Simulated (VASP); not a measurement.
# Bi (Fm-3m) in VASP: further runs

The runs below take Bi through single point, with BLYP.

Everything below comes from runs of VASP 6.6.1. Logs are shortened: lines on timing, memory, paths and dates and some standing lists are left out, and cuts for length are marked.

### Step 1. The cell of the first run

Symmetry: Fm-3m, No. 225, cubic system. The conventional cell has a = 5.307 Å, b = 5.307 Å, c = 5.307 Å, α = 90.00°, β = 90.00°, γ = 90.00°. Within 4.9 Å of Bi (site symmetry m-3m) lie 12 Bi at 3.75 Å.

### Step 2. Single point, BLYP (volume scaled by 1.08)

Contents of INCAR:

```
SYSTEM = Bi
AGGAC = 1.0
AGGAX = 1.0
ALDAC = 0.0
ALDAX = 1.0
ALGO = Normal
EDIFF = 1E-7
ENCUT = 520
GGA = B5
ISIF = 2
ISMEAR = -1
LASPH = .True.
LCHARG = .False.
LREAL = .False.
LWAVE = .False.
NBANDS = 14
NELM = 80
PREC = Accurate
SIGMA = 0.1
```

Contents of KPOINTS:

```
k-points
0
Gamma
  12 12 12
  0 0 0
```

Contents of POSCAR:

```
Bi
1.0
    0.0000000000      2.6536164736      2.6536164736
    2.6536164736      0.0000000000      2.6536164736
    2.6536164736      2.6536164736      0.0000000000
Bi
1
Direct
    0.0000000000      0.0000000000      0.0000000000
```

Potentials or basis: VASP PAW PBE potentials, release 64 (Bi_d).

Launch:

```bash
cat potpaw_PBE.64/Bi_d/POTCAR > POTCAR
mpirun -np 1 vasp_std > vasp.out
```

OUTCAR:

```text
SYSTEM = Bi
   EDIFF = 1E-7
   ENCUT = 520
   GGA = B5
   ISIF = 2
   ISMEAR = -1
   LASPH = .True.
   LREAL = .False.
   NELM = 80
   PREC = Accurate

 ion  position               nearest neighbor table
   1  0.000  0.000  0.000-

  LATTYP: Found a face centered cubic cell.
 ALAT       =     5.3072329472

  Lattice vectors:

 A1 = (   0.0000000000,   2.6536164736,   2.6536164736)
 A2 = (   2.6536164736,   0.0000000000,   2.6536164736)
 A3 = (   2.6536164736,   2.6536164736,   0.0000000000)

Analysis of symmetry for initial positions (statically):
=====================================================================
 Subroutine PRICEL returns:
 Original cell was already a primitive cell.

 Routine SETGRP: Setting up the symmetry group for a
 face centered cubic supercell.

 Subroutine GETGRP returns: Found 48 space group operations
 (whereof 48 operations were pure point group operations)
 out of a pool of 48 trial point group operations.

The static configuration has the point symmetry O_h .

Analysis of symmetry for dynamics (positions and initial velocities):
=====================================================================
 Subroutine PRICEL returns:
 Original cell was already a primitive cell.

 Routine SETGRP: Setting up the symmetry group for a
 face centered cubic supercell.

 Subroutine GETGRP returns: Found 48 space group operations
 (whereof 48 operations were pure point group operations)
 out of a pool of 48 trial point group operations.

The dynamic configuration has the point symmetry O_h .

 Subroutine INISYM returns: Found 48 space group operations
 (whereof 48 operations are pure point group operations),
 and found     1 'primitive' translations

----------------------------------------------------------------------------------------

                                     Primitive cell

  volume of cell :      37.3718

  direct lattice vectors                    reciprocal lattice vectors
     0.000000000  2.653616474  2.653616474    -0.188422104  0.188422104  0.188422104
     2.653616474  0.000000000  2.653616474     0.188422104 -0.188422104  0.188422104
     2.653616474  2.653616474  0.000000000     0.188422104  0.188422104 -0.188422104

  length of vectors
     3.752780406  3.752780406  3.752780406     0.326356658  0.326356658  0.326356658

  position of ions in fractional coordinates (direct lattice)
     0.000000000  0.000000000  0.000000000

  ion indices of the primitive-cell ions
   primitive index   ion index
                 1           1

----------------------------------------------------------------------------------------

 KPOINTS: k-points

Automatic generation of k-mesh.
 Grid dimensions read from file:
 generate k-points for:   12   12   12

 Generating k-lattice:

  Cartesian coordinates                     Fractional coordinates (reciprocal lattice)
    -0.015701842  0.015701842  0.015701842     0.083333333  0.000000000  0.000000000
     0.015701842 -0.015701842  0.015701842     0.000000000  0.083333333  0.000000000
     0.015701842  0.015701842 -0.015701842     0.000000000  0.000000000  0.083333333

  Length of vectors
     0.027196388  0.027196388  0.027196388

  Shift w.r.t. Gamma in fractional coordinates (k-lattice)
     0.000000000  0.000000000  0.000000000

 Subroutine IBZKPT returns following result:
 ===========================================

 Found     72 irreducible k-points:

 Following reciprocal coordinates:
            Coordinates               Weight
  0.000000  0.000000  0.000000      1.000000
  0.083333  0.000000  0.000000      8.000000
  0.166667  0.000000  0.000000      8.000000
  0.250000  0.000000  0.000000      8.000000
  0.333333  0.000000  0.000000      8.000000
  0.416667  0.000000  0.000000      8.000000
[... 16 lines left out ...]
  0.500000  0.166667  0.000000     24.000000
 -0.416667  0.166667  0.000000     24.000000
 [... further k-points ...]
   k-points           NKPTS =     72   k-points in BZ     NKDIM =     72   number of bands    NBANDS=     14
   number of dos      NEDOS =    301   number of ions     NIONS =      1
   total plane-waves  NPLWV =  21952
   dimension x,y,z NGX =    28 NGY =   28 NGZ =   28
   dimension x,y,z NGXF=    56 NGYF=   56 NGZF=   56
   ions per type =               1
   NGX,Y,Z   is equivalent  to a cutoff of  12.40, 12.40, 12.40 a.u.
   NGXF,Y,Z  is equivalent  to a cutoff of  24.81, 24.81, 24.81 a.u.
 SYSTEM =  Bi
   PREC   = accura    normal or accurate (medium, high low for compatibility)
   ISTART =      0    job   : 0-new  1-cont  2-samecut
   ICHARG =      2    charge: 1-file 2-atom 10-const
   ISPIN  =      1    spin polarized calculation?
   LNONCOLLINEAR =      F non collinear calculations
   LSORBIT =      F    spin-orbit coupling
   LASPH  =      T    aspherical Exc in radial PAW
   ENCUT  =  520.0 eV  38.22 Ry    6.18 a.u.   6.98  6.98  6.98*2*pi/ulx,y,z
   NELM   =     80;   NELMIN=  2; NELMDL= -5     # of ELM steps
   EDIFF  = 0.1E-06   stopping-criterion for ELM
   LREAL  =      F    real-space projection
   EDIFFG = 0.1E-05   stopping-criterion for IOM
   NSW    =      0    number of steps for IOM
   IBRION =     -1    ionic relax: 0-MD 1-quasi-New 2-CG
   NFREE  =      0    steps in history (QN), initial steepest desc. (CG)
   ISIF   =      2    stress and relaxation
   ISYM   =      2    0-nonsym 1-usesym 2-fastsym
   POTIM  = 0.5000    time-step for ionic-motion
   TEBEG  =    0.0;   TEEND  =   0.0 temperature during run
   PSTRESS=    0.0 pullay stress
   NELECT =      15.0000    total number of electrons
   NUPDOWN=      -1.0000    fix difference up-down
   EMIN   =  10.00;   EMAX   =-10.00  energy-range for DOS
   EFERMI =   0.00;   METHOD = LEGACY
   ISMEAR =    -1;   SIGMA  =   0.10  broadening in eV -4-tet -1-fermi 0-gaus
   EFERMI_NEDOS =   21; number of points for ismear=-14 and -15
   IALGO  =     38    algorithm
   IMIX   =      4    mixing-type and parameters
     AMIX     =   0.40;   BMIX     =  1.00
     AMIX_MAG =   1.60;   BMIX_MAG =  1.00
  volume/ion in A,a.u.               =      37.37       252.20
  Fermi-wavevector in a.u.,A,eV,Ry     =   1.207602  2.282037 19.841406  1.458302
  Thomas-Fermi vector in A             =   2.343235
   LORBIT       =      0    0 simple, 1 ext, 2 COOP (PROOUT), +10 PAW based schemes
   GGA     = B5    functional components
   LHFCALC =     F    Hartree Fock is set to
   AEXX    =    0.0000 exact exchange contribution
   IVDW    =     0    specifies the selected vdW correction
   LEPSILON=     F    determine dielectric tensor
   LRPA    =     F    only Hartree local field effects (RPA)
 non-spin polarized calculation
  energy-cutoff  :      520.00
  volume of cell :       37.37
 maximum number of plane-waves:      1036
   NGX = 13   NGY = 13   NGZ = 13

 number of electron      14.9999994 magnetization

 Free energy of the ion-electron system (eV)
  ---------------------------------------------------
  ext. energy  EPLUGINS =         0.00000000
  ---------------------------------------------------
  free energy    TOTEN  =        -2.90224640 eV

  energy without entropy =       -2.87195328  energy(sigma->0) =       -2.88709984

 E-fermi :   6.3879     XC(G=0):  -8.8453

 val. band max:        6.3122636852   @ k =  -0.4167   0.5000   0.0833
 cond. band min:       6.3954488998   @ k =  -0.2500   0.4167   0.1667
 fundamental gap:      0.0831852146
 Fermi energy:         6.3879421443

 k-point     1 :       0.0000    0.0000    0.0000
  band No.  band energies     occupation
      1     -16.5662      2.00000
      2     -16.5662      2.00000
      3     -16.5662      2.00000
      4     -16.5298      2.00000
      5     -16.5298      2.00000
      6      -6.1756      2.00000
      7      10.0136      0.00000
      8      10.0136      0.00000
      9      10.0136      0.00000
     10      13.7149      0.00000
     11      15.7894      0.00000
     12      16.4197      0.00000
     13      16.4197      0.00000
     14      16.4197      0.00000

 k-point     2 :       0.0833    0.0000    0.0000
  band No.  band energies     occupation
      1     -16.5655      2.00000
      2     -16.5634      2.00000
      3     -16.5634      2.00000
      4     -16.5297      2.00000
      5     -16.5297      2.00000
      6      -6.0840      2.00000
      7       8.9940      0.00000
      8       9.9149      0.00000
      9       9.9149      0.00000
     10      14.2580      0.00000
     11      15.2591      0.00000
     12      16.6054      0.00000
     13      16.6054      0.00000
     14      17.7628      0.00000

 k-point     3 :       0.1667    0.0000    0.0000
  band No.  band energies     occupation
      1     -16.5636      2.00000
      2     -16.5579      2.00000
      3     -16.5579      2.00000
      4     -16.5270      2.00000
      5     -16.5270      2.00000
      6      -5.8160      2.00000
      7       7.1473      0.00101
      8       9.6662      0.00000
      9       9.6662      0.00000
     10      13.9119      0.00000
     11      16.3801      0.00000
     12      16.8900      0.00000
     13      16.8900      0.00000
     14      17.7148      0.00000
[... 324 lines left out ...]
 k-point    23 :       0.5000    0.1667    0.0000
  band No.  band energies     occupation
      1     -16.5684      2.00000
      2     -16.5458      2.00000
      3     -16.5435      2.00000
      4     -16.5053      2.00000
      5     -16.4878      2.00000
      6      -4.0924      2.00000
      7       2.7196      2.00000
      8       6.9048      0.01132
      9       8.1153      0.00000
     10      12.9093      0.00000
     11      15.6327      0.00000
     12      17.0487      0.00000
     13      18.2875      0.00000
     14      19.0995      0.00000

 k-point    24 :      -0.4167    0.1667    0.0000
  band No.  band energies     occupation
      1     -16.5656      2.00000
      2     -16.5449      2.00000
      3     -16.5446      2.00000
      4     -16.5004      2.00000
      5     -16.4936      2.00000
      6      -4.0350      2.00000
      7       2.6118      2.00000
      8       6.6055      0.20398
      9       8.3764      0.00000
     10      13.1204      0.00000
     11      15.4554      0.00000
     12      16.7118      0.00000
     13      19.2692      0.00000
     14      20.1075      0.00000

 [... further k-points ...]

------------------------ aborting loop because EDIFF is reached ----------------------------------------

  FORCE on cell =-STRESS in cart. coord.  units (eV):
  Direction    XX          YY          ZZ          XY          YZ          ZX
  --------------------------------------------------------------------------------------
  -------------------------------------------------------------------------------------
  Total       -0.6209301     -0.6209301     -0.6209301     -0.0000000      0.0000000      0.0000000
  in kB      -26.6200499    -26.6200499    -26.6200499     -0.0000000      0.0000000      0.0000000
  external PRESSURE =     -26.6200499 kB  Pullay stress =       0.0000000 kB

 VOLUME and BASIS-vectors are now :
 -----------------------------------------------------------------------------
  energy-cutoff  :      520.00
  volume of cell :       37.37
      direct lattice vectors                 reciprocal lattice vectors
     0.000000000  2.653616474  2.653616474    -0.188422104  0.188422104  0.188422104
     2.653616474  0.000000000  2.653616474     0.188422104 -0.188422104  0.188422104
     2.653616474  2.653616474  0.000000000     0.188422104  0.188422104 -0.188422104

 POSITION                                       TOTAL-FORCE (eV/Angst)
 -----------------------------------------------------------------------------------
      0.00000      0.00000      0.00000        -0.000000      0.000000      0.000000
 -----------------------------------------------------------------------------------
    total drift:                               -0.000000     -0.000000     -0.000000

  FREE ENERGIE OF THE ION-ELECTRON SYSTEM (eV)
  ---------------------------------------------------
  free  energy   TOTEN  =        -2.9022464026 eV

  energy  without entropy=       -2.8719532818  energy(sigma->0) =       -2.88709984
```

Wall time 30 s (1 thread of Intel Xeon Platinum 8488C (Sapphire Rapids), shared host); peak memory 0.17 GiB.

Results:

```
Free energy : -2.9022 eV
Pressure    : -2.7 GPa
```

Levels at points of the mesh, in eV from the Fermi level:
```
           k point  band 3  band 4  band 5  band 6  band 7  band 8  band 9  band 10  band 11  band 12
(0.00, 0.00, 0.00)  -22.95  -22.92  -22.92  -12.56    3.63    3.63    3.63     7.33     9.40    10.03
(0.50, 0.00, 0.00)  -22.94  -22.88  -22.88  -10.61   -4.23    2.46    2.46     6.61     8.99     9.19
(0.50, 0.50, 0.00)  -22.88  -22.87  -22.87   -9.89   -3.61    0.24    0.24     4.32     5.36    16.19
```

Caveat: the PAW data sets were made with another functional, which shifts forces and pressure a little; spin-orbit coupling is left out, which moves the levels of the heavy elements.

### Step 3. Single point, BLYP (volume scaled by 1.12)

Contents of INCAR:

```
AGGAC = 1.0 ; AGGAX = 1.0
ALDAC = 0.0 ; ALDAX = 1.0
ALGO = Normal ; EDIFF = 1E-6
ENCUT = 520 ; GGA = B5
ISIF = 2 ; ISMEAR = -1
LASPH = T ; LCHARG = T
LELF = T ; LREAL = F
LVHAR = T ; LWAVE = F
NBANDS = 14 ; NELM = 80
PREC = Accurate ; SIGMA = 0.1
```

Contents of KPOINTS:

```
k-points
0
Gamma
  12 12 12
```

Contents of POSCAR:

```
Bi
1.0
    0.0000000000      2.6859808398      2.6859808398
    2.6859808398      0.0000000000      2.6859808398
    2.6859808398      2.6859808398      0.0000000000
Bi
1
Direct
    0.0000000000      0.0000000000      0.0000000000
```

Potentials or basis: VASP PAW PBE potentials, release 64 (Bi_d).

Launch:

```bash
cat potpaw_PBE.64/Bi_d/POTCAR > POTCAR
mpirun -np 1 vasp_std > vasp.out
```

Run time: 24 s. Hardware: 1 thread of Intel Xeon Platinum 8488C (Sapphire Rapids), shared host; peak memory 0.17 GiB.

Results (log left out):

* Free energy: -2.8760 eV
* Pressure: -3.6 GPa

Levels at points of the mesh, in eV from the Fermi level:
```csv
k point,band 4,band 5,band 6,band 7,band 8,band 9,band 10,band 11
"(0.00, 0.00, 0.00)",-22.91,-22.91,-12.38,3.43,3.43,3.43,6.99,9.40
"(0.50, 0.00, 0.00)",-22.87,-22.87,-10.57,-4.04,2.33,2.33,6.45,8.99
"(0.50, 0.50, 0.00)",-22.86,-22.86,-9.91,-3.46,0.23,0.23,4.31,5.35
```

Caveat: the PAW data sets were made with another functional, which shifts forces and pressure a little; spin-orbit coupling is left out, which moves the levels of the heavy elements.
